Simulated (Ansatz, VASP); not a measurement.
# Two plane-wave programs on GaSi2S2

INCAR

```
SYSTEM = GaSi2S2
ALGO = Normal
EDIFF = 1E-6
ENCUT = 500
GGA = PE
GGA_COMPAT = .False.
ISIF = 2
ISMEAR = 0
LASPH = .True.
LCHARG = .False.
LREAL = .False.
LWAVE = .False.
NBANDS = 24
NELM = 120
PREC = Accurate
SIGMA = 0.1
```

File KPOINTS:

```
k-points
0
Gamma
  6 6 2
  0 0 0
```

POSCAR

```
GaSi2S2
1.0
    3.9268809663      0.0000000000      0.0000000000
   -1.9634404832      3.4007786745      0.0000000000
    0.0000000000      0.0000000000      7.8135102415
Ga Si S
1 2 2
Direct
    0.0000000000      0.0000000000      0.0000000000
    0.6666666667      0.3333333333      0.5480001728
    0.3333333333      0.6666666667      0.4519998272
    0.6666666667      0.3333333333      0.8257777159
    0.3333333333      0.6666666667      0.1742222841
```

Input for Ansatz:

```yaml
crystal:
  lattice:
    - [3.9268809663, 0.0, 0.0]
    - [-1.9634404832, 3.4007786745, 0.0]
    - [0.0, 0.0, 7.8135102415]
  atoms:
    - { symbol: Ga, position: [0.0, 0.0, 0.0] }
    - { symbol: Si, position: [0.6666666667, 0.3333333333, 0.5480001728] }
    - { symbol: Si, position: [0.3333333333, 0.6666666667, 0.4519998272] }
    - { symbol: S, position: [0.6666666667, 0.3333333333, 0.8257777159] }
    - { symbol: S, position: [0.3333333333, 0.6666666667, 0.1742222841] }
basis:
  ecutwfc: 420
kpoints:
  mp_grid: { grid: [6, 6, 2] }
hamiltonian:
  xc: pbe
scf:
  occupations: { method: gaussian, width: 0.1 }
  lower_state_search: "off"
output:
  forces: true
  stress: true
  eigenvalues: true
```

Alike in both runs: task single point; functional PBE; k mesh 6 × 6 × 2; occupations gaussian, width 0.1 eV; no spin polarisation.

|  | VASP | Ansatz |
| --- | --- | --- |
| version | VASP 6.6.1 | Ansatz 0.2.0 |
| potentials or method | VASP PAW PBE potentials, release 64 (Ga_d, Si, S), cutoff 500 eV | scalar-relativistic, plane waves, PAW |
| valence electrons in the cell | 33 | 33 |

|  | VASP | Ansatz | Ansatz less VASP |
| --- | --- | --- | --- |
| gap on the k mesh at the Fermi level (eV) | none | none | - |
| pressure (GPa) | -0.1 | -0.1 | +0.05 |
| traceless stress, the component that is largest in VASP (GPa) | 0.07 | 0.21 | +0.139 |
| rms of the force components (eV/Å) | 0.028 | 0.014 | -0.0141 |

Atom by atom the forces differ by 0.017 eV/Å (rms over components). A gap of «none» marks a metal or a gap that the smearing closes. The functional is the same, so the differences come from potentials, cutoffs and numerics.

The k mesh is coarse, so the values compare programs but aren't converged.
